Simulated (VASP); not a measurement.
Write the native input for VASP 6.6.1 that does the following.

```yaml
Task: single point
Functional: LDA
Potentials_or_basis: VASP PAW LDA potentials, release 64 (Mg, O)
Cutoff: 520 eV
k_mesh: 6 × 6 × 6
Occupations: gaussian, width 0.05 eV
Spin: no spin polarisation
Dipole_correction: no
Further_INCAR_settings: ALGO = Normal; EDIFF = 1e-07; NBANDS = 26
```

The structure of MgO lies in POSCAR:

```
MgO
1.0
    4.1607146133      0.0000000000      0.0000000000
    0.0000000000     -4.1607146133      0.0000000000
    0.0000000000      0.0000000000     -4.1607146133
Mg O
4 4
Direct
   -0.0706985334      1.0706985334      1.1249785309
    0.5000000000      0.5000000000      1.0000000000
    0.5000000000      1.0000000000      0.5000000000
    0.0000000000      0.5000000000      0.5000000000
    0.5000000000      0.0000000000      0.0000000000
    0.0000000000      0.5000000000      0.0000000000
    0.0000000000      0.0000000000      0.5000000000
    0.5000000000      0.5000000000      0.5000000000
```

This cell differs from its parent crystal: atom 1 (Mg) moved by -0.416 Å along [1 1 0] and -0.520 Å along [0 0 1].

One way to write it, as run:

INCAR

```
SYSTEM = MgO
PREC = Accurate
ENCUT = 520
EDIFF = 1E-7
ISMEAR = 0
SIGMA = 0.05
LREAL = .FALSE.
LASPH = .TRUE.
NELM = 100
ALGO = Normal
ISIF = 2
LWAVE = .FALSE.
LCHARG = .TRUE.
GGA = CA
LELF = .TRUE.
LVHAR = .TRUE.
NBANDS = 26
```

KPOINTS

```
Automatic mesh
0
G
  6 6 6
  0 0 0
```

Potentials or basis: VASP PAW LDA potentials, release 64 (Mg, O).

Launch:

```sh
$ cat potpaw_LDA.64/Mg/POTCAR potpaw_LDA.64/O/POTCAR > POTCAR
$ mpirun -np 1 vasp_std > vasp.out
```

It gave:

The pressure is 13.2 GPa and the largest force is 10.808 eV/Å. The band gap on the k mesh is 4.83 eV.

Caveat: the cell differs from its parent crystal (atom 1 (Mg) moved by -0.416 Å along [1 1 0] and -0.520 Å along [0 0 1]); the cell stands under pressure; forces of over 1 eV/Å act on the atoms, so gaps and moduli don't describe the material at rest.

Wall time 89 s on 1 thread of AMD EPYC 7R13 Processor (Zen 3) (shared host), peak memory 0.19 GiB.
